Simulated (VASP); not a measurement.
Write the native input for VASP 6.6.1 that does the following.

```yaml
Task: single point
Functional: LDA
Potentials_or_basis: VASP PAW LDA potentials, release 64 (Ni_sv_GW, O)
Cutoff: 600 eV
k_mesh: 12 × 12 × 6
Occupations: gaussian, width 0.05 eV
Spin: no spin polarisation
Dipole_correction: no
Further_INCAR_settings: ALGO = Normal; EDIFF = 1e-06; NBANDS = 22
```

The structure of NiO2 lies in POSCAR:

```
NiO2
1.0
    2.8940625823      0.0000000000      0.0000000000
   -1.4470312911      2.5063317164      0.0000000000
    0.0000000000      0.0000000000      3.8331858902
Ni O
1 2
Direct
    0.0000000000      0.0000000000      0.5000000000
    0.6666666667      0.3333333333      0.7067356968
    0.3333333333      0.6666666667      0.2932643032
```

This cell differs from its parent crystal: atoms shifted along a free coordinate, c/a of the conventional cell at fixed volume 1.3245.

The input as run:

INCAR

```
PREC = Accurate
ENCUT = 600
EDIFF = 1E-6
ISMEAR = 0
SIGMA = 0.05
LREAL = F
LASPH = T
NELM = 120
ALGO = Normal
ISIF = 2
LWAVE = F
LCHARG = T
GGA = CA
LELF = T
LVHAR = T
NBANDS = 22
GGA_COMPAT = F
```

KPOINTS

```
Automatic mesh
0
Gamma
  12 12 6
```

Potentials or basis: VASP PAW LDA potentials, release 64 (Ni_sv_GW, O).

Launch:

```console
$ cat potpaw_LDA.64/Ni_sv_GW/POTCAR potpaw_LDA.64/O/POTCAR > POTCAR
$ mpirun -np 1 vasp_std > vasp.out
```

Results of the run:

* Pressure: -2.7 GPa
* Largest force: 1.245 eV/Å
* Band gap on the k mesh: 0.41 eV (least direct gap 0.80 eV)

Caveat: the stress differs along the axes, from -9 to 10 GPa; the run has no spin polarisation, though such a crystal can be magnetic; forces of over 1 eV/Å act on the atoms, so gaps and moduli don't describe the material at rest.

Wall time 60 s on 1 thread of AMD EPYC 7R13 Processor (Zen 3) (shared host), peak memory 0.18 GiB.
